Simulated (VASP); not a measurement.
# Hg (P6_3/mmc) in VASP: further runs

The runs below take Hg through single point, with PBEsol+D3(BJ).

All numbers are computed with VASP 6.6.1; they aren't measurements. Logs are shortened: lines on timing, memory, paths and dates and some standing lists are left out, and cuts for length are marked.

**1. The cell of the first run**

Symmetry: P6_3/mmc, No. 194, hexagonal system. Conventional cell: a = 3.050 Å, b = 3.050 Å, c = 5.297 Å, α = 90.00°, β = 90.00°, γ = 120.00°. Hg (site symmetry -6m2) has 12 Hg at 3.05 to 3.18 Å within 4.0 Å.

**2. Single point, PBEsol+D3(BJ) (21.34 Å³/atom)**

INCAR

```
SYSTEM = Hg
  PREC = Accurate
  ENCUT = 520
  EDIFF = 1E-6
  ISMEAR = 0
  SIGMA = 0.15
  LREAL = .FALSE.
  LASPH = .TRUE.
  NELM = 80
  ALGO = Fast
  ISIF = 2
  LWAVE = .FALSE.
  LCHARG = .FALSE.
  GGA = PS
  IVDW = 12
  NBANDS = 19
```

KPOINTS

```
Automatic mesh
0
G
  18 18 10
  0 0 0
```

POSCAR

```
Hg
1.0
    3.0502687894      0.0000000000      0.0000000000
   -1.5251343947      2.6416102600      0.0000000000
    0.0000000000      0.0000000000      5.2970967798
Hg
2
Direct
    0.6666666667      0.3333333333      0.7500000000
    0.3333333333      0.6666666667      0.2500000000
```

Potentials or basis: VASP PAW PBE potentials, release 64 (Hg).

Command:

```
$ cat potpaw_PBE.64/Hg/POTCAR > POTCAR
$ mpirun -np 1 vasp_std > vasp.out
```

OUTCAR:

```text
SYSTEM = Hg
   PREC = Accurate
   ENCUT = 520
   EDIFF = 1E-6
   ISMEAR = 0
   LREAL = .FALSE.
   LASPH = .TRUE.
   NELM = 80
   ISIF = 2
   GGA = PS
   IVDW = 12
 IVDW          = 12

 ion  position               nearest neighbor table
   1  0.667  0.333  0.750-   2 3.18   2 3.18   2 3.18   2 3.18   2 3.18   2 3.18
   2  0.333  0.667  0.250-   1 3.18   1 3.18   1 3.18   1 3.18   1 3.18   1 3.18

  LATTYP: Found a hexagonal cell.
 ALAT       =     3.0502687894
 C/A-ratio  =     1.7366000000

  Lattice vectors:

 A1 = (   3.0502687894,   0.0000000000,   0.0000000000)
 A2 = (  -1.5251343947,   2.6416102600,   0.0000000000)
 A3 = (   0.0000000000,   0.0000000000,   5.2970967798)

Analysis of symmetry for initial positions (statically):
=====================================================================
 Subroutine PRICEL returns:
 Original cell was already a primitive cell.

 Routine SETGRP: Setting up the symmetry group for a
 hexagonal supercell.

 Subroutine GETGRP returns: Found 24 space group operations
 (whereof 12 operations were pure point group operations)
 out of a pool of 24 trial point group operations.

The static configuration has the point symmetry D_3d.
 The point group associated with its full space group is D_6h.

Analysis of symmetry for dynamics (positions and initial velocities):
=====================================================================
 Subroutine PRICEL returns:
 Original cell was already a primitive cell.

 Routine SETGRP: Setting up the symmetry group for a
 hexagonal supercell.

 Subroutine GETGRP returns: Found 24 space group operations
 (whereof 12 operations were pure point group operations)
 out of a pool of 24 trial point group operations.

The dynamic configuration has the point symmetry D_3d.
 The point group associated with its full space group is D_6h.

 Subroutine INISYM returns: Found 24 space group operations
 (whereof 12 operations are pure point group operations),
 and found     1 'primitive' translations

----------------------------------------------------------------------------------------

                                     Primitive cell

  volume of cell :      42.6820

  direct lattice vectors                    reciprocal lattice vectors
     3.050268789  0.000000000  0.000000000     0.327839961  0.189278490  0.000000000
    -1.525134395  2.641610260  0.000000000     0.000000000  0.378556979  0.000000000
     0.000000000  0.000000000  5.297096780     0.000000000  0.000000000  0.188782656

  length of vectors
     3.050268789  3.050268789  5.297096780     0.378556979  0.378556979  0.188782656

  position of ions in fractional coordinates (direct lattice)
     0.666666667  0.333333333  0.750000000
     0.333333333  0.666666667  0.250000000

  ion indices of the primitive-cell ions
   primitive index   ion index
                 1           1
                 2           2

----------------------------------------------------------------------------------------

 KPOINTS: Automatic mesh

Automatic generation of k-mesh.
 Grid dimensions read from file:
 generate k-points for:   18   18   10

 Generating k-lattice:

  Cartesian coordinates                     Fractional coordinates (reciprocal lattice)
     0.018213331  0.010515472  0.000000000     0.055555556 -0.000000000  0.000000000
     0.000000000  0.021030943  0.000000000     0.000000000  0.055555556  0.000000000
     0.000000000  0.000000000  0.018878266     0.000000000  0.000000000  0.100000000

  Length of vectors
     0.021030943  0.021030943  0.018878266

  Shift w.r.t. Gamma in fractional coordinates (k-lattice)
     0.000000000  0.000000000  0.000000000

 Subroutine IBZKPT returns following result:
 ===========================================

 Found    222 irreducible k-points:

 Following reciprocal coordinates:
            Coordinates               Weight
  0.000000  0.000000  0.000000      1.000000
  0.055556  0.000000  0.000000      6.000000
  0.111111  0.000000  0.000000      6.000000
  0.166667 -0.000000  0.000000      6.000000
  0.222222  0.000000  0.000000      6.000000
  0.277778 -0.000000  0.000000      6.000000
[... 16 lines left out ...]
  0.333333  0.111111  0.000000     12.000000
  0.388889  0.111111  0.000000     12.000000
 [... further k-points ...]
   k-points           NKPTS =    222   k-points in BZ     NKDIM =    222   number of bands    NBANDS=     19
   number of dos      NEDOS =    301   number of ions     NIONS =      2
   total plane-waves  NPLWV =  23040
   dimension x,y,z NGX =    24 NGY =   24 NGZ =   40
   dimension x,y,z NGXF=    48 NGYF=   48 NGZF=   80
   ions per type =               2
   NGX,Y,Z   is equivalent  to a cutoff of  13.08, 13.08, 12.55 a.u.
   NGXF,Y,Z  is equivalent  to a cutoff of  26.16, 26.16, 25.11 a.u.
 SYSTEM =  Hg
   PREC   = accura    normal or accurate (medium, high low for compatibility)
   ISTART =      0    job   : 0-new  1-cont  2-samecut
   ICHARG =      2    charge: 1-file 2-atom 10-const
   ISPIN  =      1    spin polarized calculation?
   LNONCOLLINEAR =      F non collinear calculations
   LSORBIT =      F    spin-orbit coupling
   LASPH  =      T    aspherical Exc in radial PAW
   ENCUT  =  520.0 eV  38.22 Ry    6.18 a.u.   5.67  5.67  9.85*2*pi/ulx,y,z
   NELM   =     80;   NELMIN=  2; NELMDL= -5     # of ELM steps
   EDIFF  = 0.1E-05   stopping-criterion for ELM
   LREAL  =      F    real-space projection
   EDIFFG = 0.1E-04   stopping-criterion for IOM
   NSW    =      0    number of steps for IOM
   IBRION =     -1    ionic relax: 0-MD 1-quasi-New 2-CG
   NFREE  =      0    steps in history (QN), initial steepest desc. (CG)
   ISIF   =      2    stress and relaxation
   ISYM   =      2    0-nonsym 1-usesym 2-fastsym
   POTIM  = 0.5000    time-step for ionic-motion
   TEBEG  =    0.0;   TEEND  =   0.0 temperature during run
   PSTRESS=    0.0 pullay stress
   NELECT =      24.0000    total number of electrons
   NUPDOWN=      -1.0000    fix difference up-down
   EMIN   =  10.00;   EMAX   =-10.00  energy-range for DOS
   EFERMI =   0.00;   METHOD = LEGACY
   ISMEAR =     0;   SIGMA  =   0.15  broadening in eV -4-tet -1-fermi 0-gaus
   EFERMI_NEDOS =   21; number of points for ismear=-14 and -15
   IALGO  =     68    algorithm
   IMIX   =      4    mixing-type and parameters
     AMIX     =   0.40;   BMIX     =  1.00
     AMIX_MAG =   1.60;   BMIX_MAG =  1.00
  volume/ion in A,a.u.               =      21.34       144.02
  Fermi-wavevector in a.u.,A,eV,Ry     =   1.351233  2.553461 24.841943  1.825831
  Thomas-Fermi vector in A             =   2.478672
   LORBIT       =      0    0 simple, 1 ext, 2 COOP (PROOUT), +10 PAW based schemes
   GGA     = PS    functional components
   LHFCALC =     F    Hartree Fock is set to
   AEXX    =    0.0000 exact exchange contribution
   IVDW    =    12    specifies the selected vdW correction
   LEPSILON=     F    determine dielectric tensor
   LRPA    =     F    only Hartree local field effects (RPA)
 non-spin polarized calculation
 RMM-DIIS sequential band-by-band and
 Gauss-broadening in eV      SIGMA  =   0.15
  energy-cutoff  :      520.00
  volume of cell :       42.68
 maximum number of plane-waves:      1184
 NGX is ok and might be reduce to    24
   NGX = 11   NGY = 11   NGZ = 19

 number of electron      24.0000004 magnetization

 Free energy of the ion-electron system (eV)
  ---------------------------------------------------
  ext. energy  EPLUGINS =         0.00000000
  ---------------------------------------------------
  free energy    TOTEN  =        -1.01116597 eV

  energy without entropy =       -1.00159945  energy(sigma->0) =       -1.00638271

 E-fermi :   3.4308     XC(G=0): -11.6112

 val. band max:        3.4255214025   @ k =   0.2778   0.2778   0.3000
 cond. band min:       3.4336040484   @ k =   0.3333   0.3333   0.4000
 fundamental gap:      0.0080826459
 Fermi energy:         3.4308010119

 k-point     1 :       0.0000    0.0000    0.0000
  band No.  band energies     occupation
      1      -6.5784      2.00000
      2      -5.3405      2.00000
      3      -4.1373      2.00000
      4      -3.8851      2.00000
      5      -3.8851      2.00000
      6      -3.7521      2.00000
[... 11 lines left out ...]
     18      18.7267      0.00000
     19      20.3170      0.00000

 k-point     2 :       0.0556    0.0000    0.0000
  band No.  band energies     occupation
      1      -6.4961      2.00000
      2      -5.2848      2.00000
      3      -4.1340      2.00000
      4      -3.8870      2.00000
      5      -3.8448      2.00000
      6      -3.7687      2.00000
[... 11 lines left out ...]
     18      19.0844      0.00000
     19      20.6619      0.00000

 k-point     3 :       0.1111    0.0000    0.0000
  band No.  band energies     occupation
      1      -6.2559      2.00000
      2      -5.1315      2.00000
      3      -4.1422      2.00000
      4      -3.8789      2.00000
      5      -3.7934      2.00000
      6      -3.7269      2.00000
[... 11 lines left out ...]
     18      19.4293      0.00000
     19      19.7047      0.00000

 k-point     4 :       0.1667   -0.0000    0.0000
  band No.  band energies     occupation
      1      -5.8830      2.00000
      2      -4.9340      2.00000
      3      -4.1585      2.00000
      4      -3.9117      2.00000
      5      -3.7022      2.00000
      6      -3.6053      2.00000
[... 407 lines left out ...]
     18      16.0343      0.00000
     19      16.3391      0.00000

 k-point    23 :       0.3333    0.1111    0.0000
  band No.  band energies     occupation
      1      -4.8674      2.00000
      2      -4.7336      2.00000
      3      -4.5384      2.00000
      4      -3.8184      2.00000
      5      -3.6429      2.00000
      6      -3.5872      2.00000
[... 11 lines left out ...]
     18      15.4760      0.00000
     19      15.9919      0.00000

 k-point    24 :       0.3889    0.1111    0.0000
  band No.  band energies     occupation
      1      -4.9327      2.00000
      2      -4.7584      2.00000
      3      -4.6357      2.00000
      4      -3.8160      2.00000
      5      -3.6768      2.00000
      6      -3.5558      2.00000
[... 11 lines left out ...]
     18      15.1151      0.00000
     19      15.7808      0.00000

 [... further k-points ...]

------------------------ aborting loop because EDIFF is reached ----------------------------------------

 Edisp (eV)   -0.93862

 E8    (eV) :    -0.6370

  FORCE on cell =-STRESS in cart. coord.  units (eV):
  Direction    XX          YY          ZZ          XY          YZ          ZX
  --------------------------------------------------------------------------------------
  -------------------------------------------------------------------------------------
  Total       0.49033     0.49033     0.38271     0.00000    -0.00000     0.00000
  in kB      18.40576    18.40576    14.36612     0.00000    -0.00000     0.00000
  external pressure =       17.06 kB  Pullay stress =        0.00 kB

 VOLUME and BASIS-vectors are now :
 -----------------------------------------------------------------------------
  energy-cutoff  :      520.00
  volume of cell :       42.68
      direct lattice vectors                 reciprocal lattice vectors
     3.050268789  0.000000000  0.000000000     0.327839961  0.189278490  0.000000000
    -1.525134395  2.641610260  0.000000000     0.000000000  0.378556979  0.000000000
     0.000000000  0.000000000  5.297096780     0.000000000  0.000000000  0.188782656

 POSITION                                       TOTAL-FORCE (eV/Angst)
 -----------------------------------------------------------------------------------
      1.52513      0.88054      3.97282        -0.000000      0.000000      0.000000
     -0.00000      1.76107      1.32427         0.000000     -0.000000      0.000000
 -----------------------------------------------------------------------------------
    total drift:                                0.000000     -0.000000      0.000000

  FREE ENERGIE OF THE ION-ELECTRON SYSTEM (eV)
  ---------------------------------------------------
  free  energy   TOTEN  =        -1.9497904606 eV

  energy  without entropy=       -1.9402239402  energy(sigma->0) =       -1.94500720
```

Wall time 1.9 min (1 thread of Intel Xeon 8259CL, shared host); peak memory 0.28 GiB.

What came out:

```yaml
Free_energy: -1.9498 eV
Pressure: 1.7 GPa
Band_gap_on_the_k_mesh: zero (bands 12 and 13 overlap by 2.48 eV)
Dispersion_energy_per_atom: -0.469 eV
```

Stress tensor (GPa, compression positive):
```
1.84 0.00 0.00
0.00 1.84 0.00
0.00 0.00 1.44
```

Caveat: the PAW data sets were made with another functional, which shifts forces and pressure a little; spin-orbit coupling is left out, which moves the levels of the heavy elements.

(Part 1 of 2 ends here.)
